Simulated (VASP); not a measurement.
# GaAs (P-6m2) in VASP: notebook

GaAs is run at these levels: PBE; tasks: single point.

Everything below comes from runs of VASP 6.6.1. Logs are shortened: lines on timing, memory, paths and dates and some standing lists are left out, and cuts for length are marked.

## 1. The cell of the first run

It takes space group P-6m2 (No. 187, hexagonal). The conventional cell has a = 3.606 Å, b = 3.606 Å, c = 3.573 Å, α = 90.00°, β = 90.00°, γ = 120.00°. Ga (site symmetry -6m2) has 6 As at 2.74 Å and 8 Ga at 3.57 to 3.61 Å within 3.7 Å. As (site symmetry -6m2) has 6 Ga at 2.74 Å and 8 As at 3.57 to 3.61 Å within 3.7 Å.

## 2. Single point, PBE

Input file INCAR:

```
PREC     = Accurate       # precision mode
ENCUT    = 520            # plane-wave cutoff, eV
EDIFF    = 1E-7           # SCF threshold, eV
ISMEAR   = 0              # smearing method
SIGMA    = 0.013000000000000001 # smearing width, eV
LREAL    = False          # projectors in reciprocal space
LASPH    = True           # aspherical terms in the spheres
NELM     = 60             # most SCF steps
ALGO     = Normal         # electronic algorithm
ISIF     = 2              # what is computed and relaxed
LWAVE    = False          # write WAVECAR
LCHARG   = False          # write CHGCAR
GGA      = PE             # functional
NBANDS   = 16             # bands
```

Input file KPOINTS:

```
Automatic mesh
0
Gamma
  9 9 8
```

Input file POSCAR:

```
GaAs
1.0
    3.6064012100      0.0000000000      0.0000000000
   -1.8032006000      3.1232350600      0.0000000000
    0.0000000000      0.0000000000      3.5731941600
Ga As
1 1
Direct
    0.3333333300      0.6666666700      0.5000000000
    0.0000000000      0.0000000000      0.0000000000
```

Potentials or basis: VASP PAW PBE potentials, release 64 (Ga_d, As).

On the command line:

```bash
$ cat potpaw_PBE.64/Ga_d/POTCAR potpaw_PBE.64/As/POTCAR > POTCAR
$ mpirun -np 1 vasp_std > vasp.out
```

OUTCAR:

```text
PREC = Accurate
   ENCUT = 520
   EDIFF = 1E-7
   ISMEAR = 0
   LREAL = False
   LASPH = True
   NELM = 60
   ISIF = 2
   GGA = PE

 ion  position               nearest neighbor table
   1  0.333  0.667  0.500-   2 2.74   2 2.74   2 2.74   2 2.74   2 2.74   2 2.74
   2  0.000  0.000  0.000-   1 2.74   1 2.74   1 2.74   1 2.74   1 2.74   1 2.74

  LATTYP: Found a hexagonal cell.
 ALAT       =     3.6064012100
 C/A-ratio  =     0.9907921920

  Lattice vectors:

 A1 = (   3.6064012100,   0.0000000000,   0.0000000000)
 A2 = (  -1.8032006000,   3.1232350600,   0.0000000000)
 A3 = (   0.0000000000,   0.0000000000,   3.5731941600)

Analysis of symmetry for initial positions (statically):
=====================================================================
 Subroutine PRICEL returns:
 Original cell was already a primitive cell.

 Routine SETGRP: Setting up the symmetry group for a
 hexagonal supercell.

 Subroutine GETGRP returns: Found 12 space group operations
 (whereof 12 operations were pure point group operations)
 out of a pool of 24 trial point group operations.

The static configuration has the point symmetry D_3h.

Analysis of symmetry for dynamics (positions and initial velocities):
=====================================================================
 Subroutine PRICEL returns:
 Original cell was already a primitive cell.

 Routine SETGRP: Setting up the symmetry group for a
 hexagonal supercell.

 Subroutine GETGRP returns: Found 12 space group operations
 (whereof 12 operations were pure point group operations)
 out of a pool of 24 trial point group operations.

The dynamic configuration has the point symmetry D_3h.

 Subroutine INISYM returns: Found 12 space group operations
 (whereof 12 operations are pure point group operations),
 and found     1 'primitive' translations

----------------------------------------------------------------------------------------

                                     Primitive cell

  volume of cell :      40.2472

  direct lattice vectors                    reciprocal lattice vectors
     3.606401210  0.000000000  0.000000000     0.277284734  0.160090416  0.000000000
    -1.803200600  3.123235060  0.000000000     0.000000000  0.320180832  0.000000000
     0.000000000  0.000000000  3.573194160     0.000000000  0.000000000  0.279861646

  length of vectors
     3.606401210  3.606401204  3.573194160     0.320180831  0.320180832  0.279861646

  position of ions in fractional coordinates (direct lattice)
     0.333333330  0.666666670  0.500000000
[... 79 lines left out ...]
   LREAL  =      F    real-space projection
   EDIFFG = 0.1E-05   stopping-criterion for IOM
   NSW    =      0    number of steps for IOM
   IBRION =     -1    ionic relax: 0-MD 1-quasi-New 2-CG
   NFREE  =      0    steps in history (QN), initial steepest desc. (CG)
   ISIF   =      2    stress and relaxation
   ISYM   =      2    0-nonsym 1-usesym 2-fastsym
   POTIM  = 0.5000    time-step for ionic-motion
   TEBEG  =    0.0;   TEEND  =   0.0 temperature during run
   PSTRESS=    0.0 pullay stress
   NELECT =      18.0000    total number of electrons
   NUPDOWN=      -1.0000    fix difference up-down
   EMIN   =  10.00;   EMAX   =-10.00  energy-range for DOS
   EFERMI =   0.00;   METHOD = LEGACY
   ISMEAR =     0;   SIGMA  =   0.01  broadening in eV -4-tet -1-fermi 0-gaus
   EFERMI_NEDOS =   21; number of points for ismear=-14 and -15
   IALGO  =     38    algorithm
   IMIX   =      4    mixing-type and parameters
     AMIX     =   0.40;   BMIX     =  1.00
     AMIX_MAG =   1.60;   BMIX_MAG =  1.00
  volume/ion in A,a.u.               =      20.12       135.80
  Fermi-wavevector in a.u.,A,eV,Ry     =   1.251951  2.365844 21.325507  1.567381
  Thomas-Fermi vector in A             =   2.385874
   LORBIT       =      0    0 simple, 1 ext, 2 COOP (PROOUT), +10 PAW based schemes
   GGA     = PE    functional components
   LHFCALC =     F    Hartree Fock is set to
   AEXX    =    0.0000 exact exchange contribution
   IVDW    =     0    specifies the selected vdW correction
   LEPSILON=     F    determine dielectric tensor
   LRPA    =     F    only Hartree local field effects (RPA)
 non-spin polarized calculation
 Gauss-broadening in eV      SIGMA  =   0.01
  energy-cutoff  :      520.00
  volume of cell :       40.25
 maximum number of plane-waves:      1102
 NGX is ok and might be reduce to    28
   NGX = 13   NGY = 13   NGZ = 13

 number of electron      18.0000006 magnetization

 Free energy of the ion-electron system (eV)
  ---------------------------------------------------
  ext. energy  EPLUGINS =         0.00000000
  ---------------------------------------------------
  free energy    TOTEN  =        -7.39777764 eV

  energy without entropy =       -7.39754393  energy(sigma->0) =       -7.39766079

 E-fermi :   5.0608     XC(G=0): -10.4875

 val. band max:        5.0557591312   @ k =   0.3333   0.2222   0.2500
 cond. band min:       5.1249857212   @ k =   0.1111   0.0000   0.3750
 fundamental gap:      0.0692265899
 Fermi energy:         5.0608013961

 k-point     1 :       0.0000    0.0000    0.0000
  band No.  band energies     occupation
      1      -9.6566      2.00000
      2      -9.6511      2.00000
      3      -9.6511      2.00000
      4      -9.5979      2.00000
      5      -9.5979      2.00000
      6      -7.9726      2.00000
[... 433 lines left out ...]
      3      -9.6236      2.00000
      4      -9.6173      2.00000
      5      -9.6128      2.00000
      6      -5.3078      2.00000
[... 8 lines left out ...]
     15      16.0010      0.00000
     16      16.0236      0.00000

 [... further k-points ...]

------------------------ aborting loop because EDIFF is reached ----------------------------------------

  FORCE on cell =-STRESS in cart. coord.  units (eV):
  Direction    XX          YY          ZZ          XY          YZ          ZX
  --------------------------------------------------------------------------------------
  -------------------------------------------------------------------------------------
  Total        0.1711502      0.1711502     -0.6510856      0.0000000      0.0000000      0.0000000
  in kB        6.8132246      6.8132246    -25.9187084      0.0000000      0.0000000      0.0000000
  external PRESSURE =      -4.0974197 kB  Pullay stress =       0.0000000 kB

 VOLUME and BASIS-vectors are now :
 -----------------------------------------------------------------------------
  energy-cutoff  :      520.00
  volume of cell :       40.25
      direct lattice vectors                 reciprocal lattice vectors
     3.606401210  0.000000000  0.000000000     0.277284734  0.160090416  0.000000000
    -1.803200600  3.123235060  0.000000000     0.000000000  0.320180832  0.000000000
     0.000000000  0.000000000  3.573194160     0.000000000  0.000000000  0.279861646

 POSITION                                       TOTAL-FORCE (eV/Angst)
 -----------------------------------------------------------------------------------
     -0.00000      2.08216      1.78660        -0.000000      0.000000      0.000000
      0.00000      0.00000      0.00000         0.000000     -0.000000      0.000000
 -----------------------------------------------------------------------------------
    total drift:                                0.000008     -0.000005      0.000000

  FREE ENERGIE OF THE ION-ELECTRON SYSTEM (eV)
  ---------------------------------------------------
  free  energy   TOTEN  =        -7.3977776432 eV

  energy  without entropy=       -7.3975439333  energy(sigma->0) =       -7.39766079
```

stdout:

```text
POSCAR found type information on POSCAR GaAs
 POSCAR found :  2 types and       2 ions
 scaLAPACK will be used
 LDA part: xc-table for (Slater+PW92), standard interpolation
 POSCAR, INCAR and KPOINTS ok, starting setup
 FFT: planning ... GRIDC
 FFT: planning ... GRID_SOFT
 FFT: planning ... GRID
 WAVECAR not read
 entering main loop
```

It took 47 s on 1 thread of Intel Xeon 8259CL, shared host; peak memory 0.18 GiB.

What came out:

```
Free energy            : -7.3978 eV
Pressure               : -0.4 GPa
Band gap on the k mesh : zero (bands 9 and 10 overlap by 3.95 eV)
```

Stress tensor (GPa, compression positive):
```
 0.68  0.00  0.00
 0.00  0.68  0.00
 0.00  0.00 -2.59
```

## 3. Single point, PBE

Input file INCAR:

```
SYSTEM = GaAs
PREC = Accurate
ENCUT = 520
EDIFF = 1E-6
ISMEAR = 0
SIGMA = 0.014
LREAL = .FALSE.
LASPH = .TRUE.
NELM = 60
ALGO = Normal
ISIF = 2
LWAVE = .FALSE.
LCHARG = .FALSE.
GGA = PE
NBANDS = 16
```

Input file KPOINTS:

```
Automatic mesh
0
G
  9 9 8
  0 0 0
```

POSCAR is that of step 2.

Potentials or basis: VASP PAW PBE potentials, release 64 (Ga_d, As).

On the command line:

```bash
$ cat potpaw_PBE.64/Ga_d/POTCAR potpaw_PBE.64/As/POTCAR > POTCAR
$ mpirun -np 1 vasp_std > vasp.out
```

It took 33 s on 1 thread of Intel Xeon 8259CL, shared host; peak memory 0.18 GiB.

The run converged. Its results:

```yaml
Free_energy: -7.3978 eV
Pressure: -0.3 GPa
Band_gap_on_the_k_mesh: zero (bands 9 and 10 overlap by 3.95 eV)
```

Stress tensor (GPa, compression positive):
```
 0.79  0.00  0.00
 0.00  0.79  0.00
 0.00  0.00 -2.47
```

Levels at points of the mesh, in eV from the Fermi level:
| k point | band 7 | band 8 | band 9 | band 10 | band 11 | band 12 |
| --- | --- | --- | --- | --- | --- | --- |
| (0.00, 0.00, 0.00) | -1.58 | -1.43 | 0.50 | 0.50 | 5.23 | 5.23 |
| (0.00, 0.00, 0.50) | -8.24 | 1.67 | 1.67 | 4.53 | 5.00 | 5.66 |

## 4. Single point, PBE

Input file INCAR:

```
SYSTEM = GaAs
ALGO = Normal
EDIFF = 1E-6
ENCUT = 520
GGA = PE
ISIF = 2
ISMEAR = 0
LASPH = .True.
LCHARG = .False.
LREAL = .False.
LWAVE = .False.
NBANDS = 16
NELM = 60
PREC = Accurate
SIGMA = 0.018000000000000002
```

Input file KPOINTS:

```
k-points
0
Gamma
  9 9 8
  0 0 0
```

POSCAR is that of step 3.

On the command line:

```bash
$ cat potpaw_PBE.64/Ga_d/POTCAR potpaw_PBE.64/As/POTCAR > POTCAR
$ mpirun -np 1 vasp_std > vasp.out
```

Run time: 35 s. Hardware: 1 thread of Intel Xeon 8259CL, shared host; peak memory 0.18 GiB.

The run converged. Its results:

- Free energy: -7.3979 eV
- Pressure: -0.3 GPa
- Band gap on the k mesh: zero (bands 9 and 10 overlap by 3.95 eV)

Stress tensor (GPa, compression positive):
```
 0.79  0.00  0.00
 0.00  0.79  0.00
 0.00  0.00 -2.47
```

Levels at points of the mesh, in eV from the Fermi level:
```
           k point  band 5  band 6  band 7  band 8  band 9  band 10  band 11  band 12  band 13  band 14
(0.00, 0.00, 0.00)  -14.66  -13.04   -1.58   -1.43    0.50     0.50     5.23     5.23     5.25     9.02
(0.00, 0.00, 0.50)  -14.66  -11.40   -8.24    1.67    1.67     4.53     5.00     5.66     5.66     9.33
```

## 5. Single point, PBE

Input file INCAR:

```
SYSTEM = GaAs
PREC     = Accurate       ! precision mode
ENCUT    = 520            ! plane-wave cutoff, eV
EDIFF    = 1E-6           ! SCF threshold, eV
ISMEAR   = 0              ! smearing method
SIGMA    = 0.019000000000000003 ! smearing width, eV
LREAL    = .False.        ! projectors in reciprocal space
LASPH    = .True.         ! aspherical terms in the spheres
NELM     = 80             ! most SCF steps
ALGO     = Normal         ! electronic algorithm
ISIF     = 2              ! what is computed and relaxed
LWAVE    = .False.        ! write WAVECAR
LCHARG   = .False.        ! write CHGCAR
GGA      = PE             ! functional
NBANDS   = 16             ! bands
```

Input file KPOINTS:

```
Automatic mesh
0
Gamma
  9 9 8
  0 0 0
```

POSCAR is that of step 4.

On the command line:

```bash
$ cat potpaw_PBE.64/Ga_d/POTCAR potpaw_PBE.64/As/POTCAR > POTCAR
$ mpirun -np 1 vasp_std > vasp.out
```

Run time: 47 s. Hardware: 1 thread of Intel Xeon 8259CL, shared host; peak memory 0.18 GiB.

The run converged. Its results:

```yaml
Free_energy: -7.3979 eV
Pressure: -0.3 GPa
Band_gap_on_the_k_mesh: zero (bands 9 and 10 overlap by 3.95 eV)
```

Stress tensor (GPa, compression positive):
```
 0.79  0.00  0.00
 0.00  0.79  0.00
 0.00  0.00 -2.47
```

Levels at points of the mesh, in eV from the Fermi level:
| k point | band 6 | band 7 | band 8 | band 9 | band 10 | band 11 | band 12 | band 13 |
| --- | --- | --- | --- | --- | --- | --- | --- | --- |
| (0.00, 0.00, 0.00) | -13.04 | -1.58 | -1.43 | 0.50 | 0.50 | 5.23 | 5.23 | 5.25 |
| (0.00, 0.00, 0.50) | -11.40 | -8.24 | 1.67 | 1.67 | 4.53 | 5.00 | 5.66 | 5.66 |

## 6. The runs side by side

```tsv
smearing	gap on the mesh (eV)	pressure (GPa)
gaussian 0.013 eV	none	-0.4
gaussian 0.014 eV	none	-0.3
gaussian 0.018 eV	none	-0.3
gaussian 0.019 eV	none	-0.3
```

Alike in all rows: task single point; level PBE; potentials or basis VASP PAW PBE potentials, release 64 (Ga_d, As); no spin polarisation; cell as given; k mesh 9 × 9 × 8; cutoff (eV) 520.

Absolute energies hang on the potentials; compare differences alone.
